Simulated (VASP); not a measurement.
# GaSb (Immm) in VASP: relaxation of cell and atoms with PBE

Aim: the relaxation of cell and atoms of GaSb with PBE.

All numbers are computed with VASP 6.6.1; they aren't measurements. Logs are shortened: lines on timing, memory, paths and dates and some standing lists are left out, and cuts for length are marked.

### Step 1. The cell of the first run

It takes space group Immm (No. 71, orthorhombic). The conventional cell has a = 3.112 Å, b = 5.350 Å, c = 5.787 Å, α = 90.00°, β = 90.00°, γ = 90.00°. Within 3.8 Å of Sb (site symmetry mmm) lie 6 Ga at 2.89 to 3.09 Å and 2 Sb at 3.11 Å. Ga (site symmetry mmm) has 6 Sb at 2.89 to 3.09 Å and 2 Ga at 3.11 Å within 3.8 Å.

### Step 2. Relaxation of cell and atoms, PBE, target pressure 10 GPa, at which the enthalpy is minimised

Input file INCAR:

```
  PREC = Accurate
  ENCUT = 600
  EDIFF = 1E-6
  ISMEAR = -1
  SIGMA = 0.05
  LREAL = F
  LASPH = T
  NELM = 60
  ALGO = Normal
  ISIF = 3
  LWAVE = F
  LCHARG = F
  GGA = PE
  IBRION = 2
  NSW = 80
  EDIFFG = -0.005
  PSTRESS = 100.0
```

Input file KPOINTS:

```
Automatic mesh
0
Gamma
  10 10 10
```

Input file POSCAR:

```
GaSb
1.0
   -1.5559010000      2.6750030000      2.8933130000
    1.5559010000     -2.6750030000      2.8933130000
    1.5559010000      2.6750030000     -2.8933130000
Sb Ga
1 1
Direct
    0.5000000000      0.5000000000      0.0000000000
    0.0000000000      0.0000000000      0.0000000000
```

Potentials or basis: VASP PAW PBE potentials, release 64 (Sb, Ga_d).

Launch:

```bash
cat potpaw_PBE.64/Sb/POTCAR potpaw_PBE.64/Ga_d/POTCAR > POTCAR
mpirun -np 1 vasp_std > vasp.out
```

OUTCAR:

```text
PREC = Accurate
   ENCUT = 600
   EDIFF = 1E-6
   ISMEAR = -1
   LREAL = F
   LASPH = T
   NELM = 60
   ISIF = 3
   GGA = PE
   IBRION = 2
   NSW = 80
   EDIFFG = -0.005
   PSTRESS = 100.0

 ion  position               nearest neighbor table
   1  0.500  0.500  0.000-   2 2.89   2 2.89   2 3.09   2 3.09   2 3.09   2 3.09
   2  0.000  0.000  0.000-   1 2.89   1 2.89   1 3.09   1 3.09   1 3.09   1 3.09

  LATTYP: Found a body centered orthorhombic cell.
 ALAT       =     3.1118020000
 B/A-ratio  =     1.7192629865
 C/A-ratio  =     1.8595739703

  Lattice vectors:

 A1 = (  -1.5559010000,   2.6750030000,   2.8933130000)
 A2 = (   1.5559010000,  -2.6750030000,   2.8933130000)
 A3 = (   1.5559010000,   2.6750030000,  -2.8933130000)

Analysis of symmetry for initial positions (statically):
=====================================================================
 Subroutine PRICEL returns:
 Original cell was already a primitive cell.

 Routine SETGRP: Setting up the symmetry group for a
 body centered orthorhombic supercell.

 Subroutine GETGRP returns: Found  8 space group operations
 (whereof  8 operations were pure point group operations)
 out of a pool of  8 trial point group operations.

The static configuration has the point symmetry D_2h.

Analysis of symmetry for dynamics (positions and initial velocities):
=====================================================================
 Subroutine PRICEL returns:
 Original cell was already a primitive cell.

 Routine SETGRP: Setting up the symmetry group for a
 body centered orthorhombic supercell.

 Subroutine GETGRP returns: Found  8 space group operations
 (whereof  8 operations were pure point group operations)
 out of a pool of  8 trial point group operations.

The dynamic configuration has the point symmetry D_2h.

 Subroutine INISYM returns: Found  8 space group operations
 (whereof  8 operations are pure point group operations),
 and found     1 'primitive' translations

----------------------------------------------------------------------------------------

                                     Primitive cell

  volume of cell :      48.1683

  direct lattice vectors                    reciprocal lattice vectors
    -1.555901000  2.675003000  2.893313000     0.000000000  0.186915678  0.172812274
     1.555901000 -2.675003000  2.893313000     0.321357207  0.000000000  0.172812274
     1.555901000  2.675003000 -2.893313000     0.321357207  0.186915678  0.000000000

  length of vectors
     4.236476022  4.236476022  4.236476022     0.254561491  0.364876057  0.371763265

  position of ions in fractional coordinates (direct lattice)
     0.500000000  0.500000000  0.000000000
     0.000000000  0.000000000  0.000000000

  ion indices of the primitive-cell ions
   primitive index   ion index
                 1           1
                 2           2

----------------------------------------------------------------------------------------

 KPOINTS: Automatic mesh

Automatic generation of k-mesh.
 Grid dimensions read from file:
 generate k-points for:   10   10   10

 Generating k-lattice:

  Cartesian coordinates                     Fractional coordinates (reciprocal lattice)
     0.000000000  0.018691568  0.017281227     0.100000000  0.000000000 -0.000000000
     0.032135721  0.000000000  0.017281227     0.000000000  0.100000000 -0.000000000
     0.032135721  0.018691568  0.000000000     0.000000000  0.000000000  0.100000000

  Length of vectors
     0.025456149  0.036487606  0.037176327

  Shift w.r.t. Gamma in fractional coordinates (k-lattice)
     0.000000000  0.000000000  0.000000000

 Subroutine IBZKPT returns following result:
 ===========================================

 Found    171 irreducible k-points:

 Following reciprocal coordinates:
            Coordinates               Weight
  0.000000  0.000000  0.000000      1.000000
  0.100000  0.000000 -0.000000      4.000000
  0.200000  0.000000 -0.000000      4.000000
  0.300000  0.000000 -0.000000      4.000000
  0.400000  0.000000 -0.000000      4.000000
  0.500000  0.000000 -0.000000      2.000000
[... 16 lines left out ...]
 -0.400000  0.200000  0.000000      8.000000
 -0.300000  0.200000  0.000000      8.000000
 [... further k-points ...]
   k-points           NKPTS =    171   k-points in BZ     NKDIM =    171   number of bands    NBANDS=     13
   number of dos      NEDOS =    301   number of ions     NIONS =      2
   total plane-waves  NPLWV =  46656
   dimension x,y,z NGX =    36 NGY =   36 NGZ =   36
   dimension x,y,z NGXF=    72 NGYF=   72 NGZF=   72
   ions per type =               1   1
   NGX,Y,Z   is equivalent  to a cutoff of  14.13, 14.13, 14.13 a.u.
   NGXF,Y,Z  is equivalent  to a cutoff of  28.25, 28.25, 28.25 a.u.
 SYSTEM =  unknown system
   PREC   = accura    normal or accurate (medium, high low for compatibility)
   ISTART =      0    job   : 0-new  1-cont  2-samecut
   ICHARG =      2    charge: 1-file 2-atom 10-const
   ISPIN  =      1    spin polarized calculation?
   LNONCOLLINEAR =      F non collinear calculations
   LSORBIT =      F    spin-orbit coupling
   LASPH  =      T    aspherical Exc in radial PAW
   ENCUT  =  600.0 eV  44.10 Ry    6.64 a.u.   8.46  8.46  8.46*2*pi/ulx,y,z
   NELM   =     60;   NELMIN=  2; NELMDL= -5     # of ELM steps
   EDIFF  = 0.1E-05   stopping-criterion for ELM
   LREAL  =      F    real-space projection
   EDIFFG = -.5E-02   stopping-criterion for IOM
   NSW    =     80    number of steps for IOM
   IBRION =      2    ionic relax: 0-MD 1-quasi-New 2-CG
   NFREE  =      1    steps in history (QN), initial steepest desc. (CG)
   ISIF   =      3    stress and relaxation
   ISYM   =      2    0-nonsym 1-usesym 2-fastsym
   POTIM  = 0.5000    time-step for ionic-motion
   TEBEG  =    0.0;   TEEND  =   0.0 temperature during run
   PSTRESS=  100.0 pullay stress
   NELECT =      18.0000    total number of electrons
   NUPDOWN=      -1.0000    fix difference up-down
   EMIN   =  10.00;   EMAX   =-10.00  energy-range for DOS
   EFERMI =   0.00;   METHOD = LEGACY
   ISMEAR =    -1;   SIGMA  =   0.05  broadening in eV -4-tet -1-fermi 0-gaus
   EFERMI_NEDOS =   21; number of points for ismear=-14 and -15
   IALGO  =     38    algorithm
   IMIX   =      4    mixing-type and parameters
     AMIX     =   0.40;   BMIX     =  1.00
     AMIX_MAG =   1.60;   BMIX_MAG =  1.00
  volume/ion in A,a.u.               =      24.08       162.53
  Fermi-wavevector in a.u.,A,eV,Ry     =   1.179176  2.228319 18.918287  1.390455
  Thomas-Fermi vector in A             =   2.315491
   LORBIT       =      0    0 simple, 1 ext, 2 COOP (PROOUT), +10 PAW based schemes
   GGA     = PE    functional components
   LHFCALC =     F    Hartree Fock is set to
   AEXX    =    0.0000 exact exchange contribution
   IVDW    =     0    specifies the selected vdW correction
   LEPSILON=     F    determine dielectric tensor
   LRPA    =     F    only Hartree local field effects (RPA)
 conjugate gradient relaxation of ions
 non-spin polarized calculation
  energy-cutoff  :      600.00
  volume of cell :       48.17
 maximum number of plane-waves:      1627
 NGX is ok and might be reduce to    36
   NGX = 17   NGY = 17   NGZ = 17

--------------------------------------- Ionic step        1  -------------------------------------------

 number of electron      17.9999996 magnetization

 Free energy of the ion-electron system (eV)
  ---------------------------------------------------
  ext. energy  EPLUGINS =         0.00000000
  ---------------------------------------------------
  free energy    TOTEN  =        -6.97919152 eV

  energy without entropy =       -6.97371768  energy(sigma->0) =       -6.97645460

------------------------ aborting loop because EDIFF is reached ----------------------------------------

  FORCE on cell =-STRESS in cart. coord.  units (eV):
  Direction    XX          YY          ZZ          XY          YZ          ZX
  --------------------------------------------------------------------------------------
  -------------------------------------------------------------------------------------
  Total        0.2677993     -0.1311142     -0.2403384     -0.0000000      0.0000000      0.0000000
  in kB        8.9075536     -4.3611277     -7.9941452     -0.0000000      0.0000000      0.0000000
  external PRESSURE =    -101.1492398 kB  Pullay stress =     100.0000000 kB
[... 97 lines left out ...]
  energy  without entropy=       -6.8087443695  energy(sigma->0) =       -6.81169142

  enthalpy is  TOTEN    =        -4.1940392286 eV   P V=        2.6205992380

[... ionic steps 4 to 11 ...]

--------------------------------------- Ionic step       12  -------------------------------------------

 number of electron      18.0000003 magnetization

------------------------ aborting loop because EDIFF is reached ----------------------------------------
[... 71 lines left out ...]
--------------------------------------- Ionic step       14  -------------------------------------------

 number of electron      18.0000003 magnetization

 Free energy of the ion-electron system (eV)
  ---------------------------------------------------
  ext. energy  EPLUGINS =         0.00000000
  ---------------------------------------------------
  free energy    TOTEN  =        -6.81696893 eV

  energy without entropy =       -6.81251778  energy(sigma->0) =       -6.81474336

 E-fermi :   8.3381     XC(G=0): -10.9098

 val. band max:        8.3268217822   @ k =   0.4000   0.1000   0.1000
 cond. band min:       8.3431500727   @ k =   0.4000   0.1000   0.1000
 fundamental gap:      0.0163282906
 Fermi energy:         8.3381356903

 k-point     1 :       0.0000    0.0000    0.0000
  band No.  band energies     occupation
      1      -6.8513      2.00000
      2      -6.7546      2.00000
      3      -6.7531      2.00000
      4      -6.7265      2.00000
      5      -6.6845      2.00000
      6      -4.7933      2.00000
      7       5.8557      2.00000
      8       6.0100      2.00000
      9       6.5142      2.00000
     10      11.5740      0.00000
     11      13.7057      0.00000
     12      15.0909      0.00000
     13      16.5329      0.00000
[... 354 lines left out ...]
  band No.  band energies     occupation
      1      -6.7995      2.00000
      2      -6.7714      2.00000
      3      -6.7518      2.00000
      4      -6.7410      2.00000
      5      -6.7060      2.00000
      6      -3.5690      2.00000
      7       3.0737      2.00000
      8       5.9657      2.00000
      9       9.0150      0.00000
     10      10.1473      0.00000
     11      11.7545      0.00000
     12      13.9913      0.00000
     13      14.4300      0.00000

 [... further k-points ...]
[... 5 lines left out ...]
  --------------------------------------------------------------------------------------
  -------------------------------------------------------------------------------------
  Total        2.6155283      2.6198596      2.6157188      0.0000000      0.0000000      0.0000000
  in kB      100.1765776    100.3424687    100.1838749      0.0000000      0.0000000      0.0000000
  external PRESSURE =       0.2343071 kB  Pullay stress =     100.0000000 kB
[... 21 lines left out ...]
  energy  without entropy=       -6.8125177809  energy(sigma->0) =       -6.81474336

  enthalpy is  TOTEN    =        -4.2060509049 eV   P V=        2.6109180264

 reached required accuracy - stopping structural energy minimisation
```

Run time: 22 min. Hardware: 1 thread of Oxide Virtual Turin-like, shared host; peak memory 0.29 GiB.

Results:

| Property | Result |
| --- | --- |
| Free energy | -6.8170 eV |
| Relaxed volume | 20.92 Å³/atom |
| Relaxed cell | a = 4.009 Å, b = 4.009 Å, c = 4.009 Å, α = 135.08°, β = 103.44°, γ = 93.41° |
| Space group after relaxing (to 0.1 Å) | Immm (No. 71) |
| Energy change on relaxing (the run minimises the enthalpy) | +81.1 meV/atom |
| Ionic steps | 14 |
| Pressure after relaxing | 10.0 GPa |
| Band gap on the k mesh | zero (bands 9 and 10 overlap by 6.15 eV) |

The path:
```csv
step,energy change (eV),largest force (eV/Å),pressure (GPa),volume (Å³)
1,0.0000,0.0000,-0.11,48.17
2,0.5021,0.0000,20.64,38.33
3,0.1646,0.0000,9.96,41.99
4,0.1719,0.0000,10.22,41.87
5,0.1687,0.0000,10.16,41.84
6,0.1708,0.0000,10.39,41.73
7,0.1672,0.0000,10.17,41.77
8,0.1563,0.0000,9.80,41.93
9,0.1590,0.0000,9.80,41.88
10,0.1592,0.0000,9.91,41.88
11,0.1652,0.0000,10.16,41.78
12,0.1632,0.0000,10.03,41.82
13,0.1618,0.0000,9.93,41.84
14,0.1622,0.0000,10.02,41.83
```

Final structure:
```yaml
crystal:
  lattice:
    - [-1.53165, 2.48356, 2.74921]
    - [1.53165, -2.48356, 2.74921]
    - [1.53165, 2.48356, -2.74921]
  atoms:
    - { symbol: Sb, position: [0.50000, 0.50000, 0.00000] }
    - { symbol: Ga, position: [0.00000, 0.00000, 0.00000] }
```

Levels at points of the mesh, in eV from the Fermi level:
| k point | band 5 | band 6 | band 7 | band 8 | band 9 | band 10 | band 11 | band 12 | band 13 |
| --- | --- | --- | --- | --- | --- | --- | --- | --- | --- |
| (0.00, 0.00, 0.00) | -15.02 | -13.13 | -2.48 | -2.33 | -1.82 | 3.24 | 5.37 | 6.75 | 8.19 |
| (0.50, 0.00, 0.00) | -15.02 | -11.28 | -8.99 | -0.11 | 1.45 | 2.99 | 3.33 | 4.65 | 6.68 |
| (0.00, 0.50, 0.00) | -15.01 | -8.68 | -6.99 | -1.94 | -0.59 | -0.49 | 0.67 | 3.26 | 3.77 |
| (0.50, 0.50, 0.00) | -15.00 | -8.53 | -6.01 | -3.00 | -2.63 | -2.35 | 2.85 | 4.54 | 7.75 |
| (0.50, 0.50, 0.50) | -15.01 | -9.79 | -6.14 | -6.09 | -5.61 | 2.57 | 6.50 | 11.31 | 11.40 |

Caveat: the cell is relaxed towards a set pressure, so the run minimises the enthalpy, not the energy; spin-orbit coupling is left out, which moves the levels of the heavy elements.
